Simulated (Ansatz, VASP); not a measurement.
# Two plane-wave programs on MgSe

```
Mg Se
1.0
     0.00000    2.69567    2.69567
     2.69567    0.00000    2.69567
     2.69567    2.69567    0.00000
Mg Se
1 1
Direct
  0.00000 0.00000 0.00000
  0.50000 0.50000 0.50000
```

Alike in both runs: functional LDA; k mesh 8 × 8 × 8; no spin polarisation.

Ansatz relaxed the structure, and its values are those at the end. VASP's run is a single point on that final structure, the one shown.

|  | VASP | Ansatz |
| --- | --- | --- |
| version | VASP 6.6.1 | Ansatz 0.2.0 |
| potentials or method | VASP PAW LDA potentials, release 64 (Mg, Se), cutoff 600 eV | scalar-relativistic, plane waves, PAW |
| occupations | gaussian, width 0.01 eV | fixed |
| valence electrons in the cell | 8 | 26 |

```csv
,VASP,Ansatz,Ansatz less VASP
gap on the k mesh at the Fermi level (eV),1.70,1.72,+0.013
least direct gap on the mesh (eV),2.63,2.60,-0.024
pressure (GPa),-0.3,0.0,+0.30
```

LDA's correlation is that of Perdew and Zunger in VASP and of Perdew and Wang (1992) in Ansatz. VASP's potentials hold 8 valence electrons a cell and Ansatz's 26, so a difference there can come from the potentials and not from the codes.
